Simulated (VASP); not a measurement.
# Ir (I4/mmm) in VASP: further runs, part 2 of 2

VASP 6.6.1. The steps go on from the part before.

## 5. Single point, PBEsol

This run uses another cell than the first one, of the same volume but with other edges.

Contents of INCAR:

```
SYSTEM = Ir
ALGO = Fast ; EDIFF = 1E-6
ENCUT = 520 ; GGA = PS
ISIF = 2 ; ISMEAR = 0
LASPH = .True. ; LCHARG = .False.
LREAL = .False. ; LWAVE = .False.
NBANDS = 10 ; NELM = 100
PREC = Accurate ; SIGMA = 0.15
```

Contents of KPOINTS:

```
k-points
0
Gamma
  30 30 30
  0 0 0
```

Contents of POSCAR:

```
Ir
1.0
    0.0000000000      2.0804791636      1.6227737476
    2.0804791636      0.0000000000      1.6227737476
    2.0804791636      2.0804791636      0.0000000000
Ir
1
Direct
    0.0000000000      0.0000000000      0.0000000000
```

Potentials or basis: VASP PAW PBE potentials, release 64 (Ir).

The run is started by

```bash
$ cat potpaw_PBE.64/Ir/POTCAR > POTCAR
$ mpirun -np 1 vasp_std > vasp.out
```

OUTCAR:

```text
SYSTEM = Ir
   EDIFF = 1E-6
   ENCUT = 520
   GGA = PS
   ISIF = 2
   ISMEAR = 0
   LASPH = .True.
   LREAL = .False.
   NELM = 100
   PREC = Accurate

 ion  position               nearest neighbor table
   1  0.000  0.000  0.000-

  LATTYP: Found a body centered tetragonal cell.
 ALAT       =     2.9422418494
 C/A-ratio  =     1.1030865786

  Lattice vectors:

 A1 = (   0.0000000000,  -2.0804791636,  -1.6227737476)
 A2 = (   0.0000000000,   2.0804791636,  -1.6227737476)
 A3 = (   2.0804791636,   0.0000000000,   1.6227737476)

Analysis of symmetry for initial positions (statically):
=====================================================================
 Subroutine PRICEL returns:
 Original cell was already a primitive cell.

 Routine SETGRP: Setting up the symmetry group for a
 body centered tetragonal supercell.

 Subroutine GETGRP returns: Found 16 space group operations
 (whereof 16 operations were pure point group operations)
 out of a pool of 16 trial point group operations.

The static configuration has the point symmetry D_4h.

Analysis of symmetry for dynamics (positions and initial velocities):
=====================================================================
 Subroutine PRICEL returns:
 Original cell was already a primitive cell.

 Routine SETGRP: Setting up the symmetry group for a
 body centered tetragonal supercell.

 Subroutine GETGRP returns: Found 16 space group operations
 (whereof 16 operations were pure point group operations)
 out of a pool of 16 trial point group operations.

The dynamic configuration has the point symmetry D_4h.

 Subroutine INISYM returns: Found 16 space group operations
 (whereof 16 operations are pure point group operations),
 and found     1 'primitive' translations

[... 115 lines left out ...]
  Thomas-Fermi vector in A             =   2.533160
   LORBIT       =      0    0 simple, 1 ext, 2 COOP (PROOUT), +10 PAW based schemes
   GGA     = PS    functional components
   LHFCALC =     F    Hartree Fock is set to
   AEXX    =    0.0000 exact exchange contribution
   IVDW    =     0    specifies the selected vdW correction
   LEPSILON=     F    determine dielectric tensor
   LRPA    =     F    only Hartree local field effects (RPA)
 non-spin polarized calculation
 RMM-DIIS sequential band-by-band and
 Gauss-broadening in eV      SIGMA  =   0.15
  energy-cutoff  :      520.00
  volume of cell :       14.05
 maximum number of plane-waves:       398
   NGX =  9   NGY =  9   NGZ = 11

 number of electron       9.0000001 magnetization

 Free energy of the ion-electron system (eV)
  ---------------------------------------------------
  ext. energy  EPLUGINS =         0.00000000
  ---------------------------------------------------
  free energy    TOTEN  =        -9.30223037 eV

  energy without entropy =       -9.28445117  energy(sigma->0) =       -9.29334077

 E-fermi :  10.1723     XC(G=0): -14.1308

 val. band max:       10.1702473959   @ k =  -0.3667   0.0667   0.1667
 cond. band min:      10.1722880096   @ k =   0.4000   0.0333   0.1667
 fundamental gap:      0.0020406137
 Fermi energy:        10.1722565290

 k-point     1 :       0.0000    0.0000    0.0000
  band No.  band energies     occupation
      1      -0.8922      2.00000
      2       6.0765      2.00000
      3       6.0765      2.00000
      4       7.0332      2.00000
      5       8.6286      2.00000
      6      10.1183      1.38930
      7      25.8451      0.00000
      8      27.8431      0.00000
      9      27.8431      0.00000
     10      37.2077      0.00000
[... 287 lines left out ...]
 k-point    24 :       0.2667    0.0333    0.0000
  band No.  band energies     occupation
      1       1.6131      2.00000
      2       5.5734      2.00000
      3       6.1115      2.00000
      4       8.3793      2.00000
      5       9.2085      2.00000
      6       9.7401      1.99995
      7      24.6904      0.00000
      8      26.6796      0.00000
      9      31.8810      0.00000
     10      34.2784      0.00000

 [... further k-points ...]

------------------------ aborting loop because EDIFF is reached ----------------------------------------

  FORCE on cell =-STRESS in cart. coord.  units (eV):
  Direction    XX          YY          ZZ          XY          YZ          ZX
  --------------------------------------------------------------------------------------
  -------------------------------------------------------------------------------------
  Total       -0.4541702     -0.4541702      3.9064607      0.0000000      0.0000000     -0.0000000
  in kB      -51.7981838    -51.7981838    445.5324448      0.0000000      0.0000000     -0.0000000
  external PRESSURE =     113.9786924 kB  Pullay stress =       0.0000000 kB

 VOLUME and BASIS-vectors are now :
 -----------------------------------------------------------------------------
  energy-cutoff  :      520.00
  volume of cell :       14.05
      direct lattice vectors                 reciprocal lattice vectors
     0.000000000  2.080479164  1.622773748    -0.240329251  0.240329251  0.308114425
     2.080479164  0.000000000  1.622773748     0.240329251 -0.240329251  0.308114425
     2.080479164  2.080479164  0.000000000     0.240329251  0.240329251 -0.308114425

 POSITION                                       TOTAL-FORCE (eV/Angst)
 -----------------------------------------------------------------------------------
      0.00000      0.00000      0.00000         0.000000     -0.000000      0.000000
 -----------------------------------------------------------------------------------
    total drift:                                0.000000     -0.000000      0.000000

  FREE ENERGIE OF THE ION-ELECTRON SYSTEM (eV)
  ---------------------------------------------------
  free  energy   TOTEN  =        -9.3022303704 eV

  energy  without entropy=       -9.2844511681  energy(sigma->0) =       -9.29334077
```

stdout:

```text
POSCAR found type information on POSCAR Ir
 POSCAR found :  1 types and       1 ions
 scaLAPACK will be used
 -----------------------------------------------------------------------------
|                                                                             |
|                                                                             |
|     You enforced a specific xc type in the INCAR file but a different       |
|     I HOPE YOU KNOW WHAT YOU ARE DOING!                                     |
|                                                                             |
 -----------------------------------------------------------------------------

 LDA part: xc-table for (Slater+PW92), standard interpolation
 POSCAR, INCAR and KPOINTS ok, starting setup
 FFT: planning ... GRIDC
 FFT: planning ... GRID_SOFT
 FFT: planning ... GRID
 WAVECAR not read
 entering main loop
WARNING in EDDRMM: call to ZHEGV failed, returncode =   8  4     10
```

It took 2.7 min on 1 thread of Intel Xeon Platinum 8488C (Sapphire Rapids), shared host; peak memory 0.4 GiB.

Results:

| Property | Result |
| --- | --- |
| Free energy | -9.3022 eV |
| Pressure | 11.4 GPa |
| Band gap on the k mesh | zero (an odd number of electrons rules out a gap without spin polarisation) |

Caveat: the cell stands under pressure; the PAW data sets were made with another functional, which shifts forces and pressure a little; spin-orbit coupling is left out, which moves the levels of the heavy elements.

## 6. The runs side by side

| cell | further INCAR settings | gap on the mesh (eV) | pressure (GPa) |
| --- | --- | --- | --- |
| a = 2.955, b = 2.955, c = 2.413 Å, angles 65.9, 65.9, 48.2°, 1 atom | ALGO = Fast; EDIFF = 1e-06; NBANDS = 10 | none | 35.6 |
| a = 2.653, b = 2.653, c = 2.859 Å, angles 57.4, 57.4, 65.2°, 1 atom | ALGO = Fast; EDIFF = 1e-07; NBANDS = 10 | none | 6.2 |
| a = 2.815, b = 2.815, c = 2.549 Å, angles 63.1, 63.1, 53.8°, 1 atom | ALGO = Fast; EDIFF = 1e-06; NBANDS = 10 | none | 11.3 |
| a = 2.639, b = 2.639, c = 2.942 Å, angles 56.1, 56.1, 67.8°, 1 atom | ALGO = Fast; EDIFF = 1e-06; NBANDS = 10 | none | 11.4 |

Alike in all rows: task single point; level PBEsol; potentials or basis VASP PAW PBE potentials, release 64 (Ir); no spin polarisation; k mesh 30 × 30 × 30; cutoff (eV) 520; smearing gaussian 0.15 eV.

Caveats: the cell stands under pressure; the PAW data sets were made with another functional, which shifts forces and pressure a little; spin-orbit coupling is left out, which moves the levels of the heavy elements.

Absolute energies hang on the potentials; compare differences alone.
